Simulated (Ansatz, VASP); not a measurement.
# SnO in VASP and in Ansatz

Contents of POSCAR:

```
SnO
1.0
    0.0000000000      2.7082147176      2.7082147176
    2.7082147176      0.0000000000      2.7082147176
    2.7082147176      2.7082147176      0.0000000000
Sn O
1 1
Direct
    0.0000000000      0.0000000000      0.0000000000
    0.2500000000      0.2500000000      0.2500000000
```

Contents of INCAR.step1:

```
PREC = Accurate
ENCUT = 520
EDIFF = 1E-5
ISMEAR = -1
SIGMA = 0.02
LREAL = False
LASPH = True
NELM = 120
ALGO = Normal
ISIF = 2
LWAVE = True
GGA = PE
NBANDS = 17
GGA_COMPAT = False
```

File INCAR.step2:

```
PREC = Accurate
ENCUT = 520
EDIFF = 1E-6
ISMEAR = -1
SIGMA = 0.02
LREAL = False
LASPH = True
NELM = 120
ALGO = Normal
ISIF = 2
LWAVE = False
LCHARG = True
GGA = PE
LHFCALC = True
AEXX = 1.0
ALDAC = 0.0
AGGAC = 0.0
PRECFOCK = Normal
LELF = True
LVHAR = True
ISTART = 1
NBANDS = 17
GGA_COMPAT = False
```

KPOINTS

```
regular mesh
0
Gamma
  4 4 4
```

Input for Ansatz:

```yaml
crystal:
  lattice:
    - [0.0, 2.7082147176, 2.7082147176]
    - [2.7082147176, 0.0, 2.7082147176]
    - [2.7082147176, 2.7082147176, 0.0]
  atoms:
    - { symbol: Sn, position: [0.0, 0.0, 0.0] }
    - { symbol: O, position: [0.25, 0.25, 0.25] }
kpoints:
  mp_grid: { grid: [4, 4, 4] }
hamiltonian:
  xc: hf
scf:
  occupations: { method: fermi_dirac, width: 0.02 }
  n_extra_bands: 4
output:
  forces: true
  stress: true
  eigenvalues: true
```

Alike in both runs: task single point; functional HF; k mesh 4 × 4 × 4; occupations fermi-dirac, width 0.02 eV; no spin polarisation.

|  | VASP | Ansatz |
| --- | --- | --- |
| version | VASP 6.6.1 | Ansatz 0.2.0 |
| potentials or method | VASP PAW PBE potentials, release 64 (Sn_d, O) | plane waves |
| plane-wave cutoff (eV) | 520 | 420 |
| valence electrons in the cell | 20 | 20 |

|  | VASP | Ansatz | Ansatz less VASP |
| --- | --- | --- | --- |
| pressure (GPa) | 2.6 | 6.3 | +3.67 |

VASP's potentials were made for PBE, not for HF. Ansatz's warnings: stress exchange threshold loose, stress scf threshold loose.

The k mesh is coarse, so the values compare programs but aren't converged.
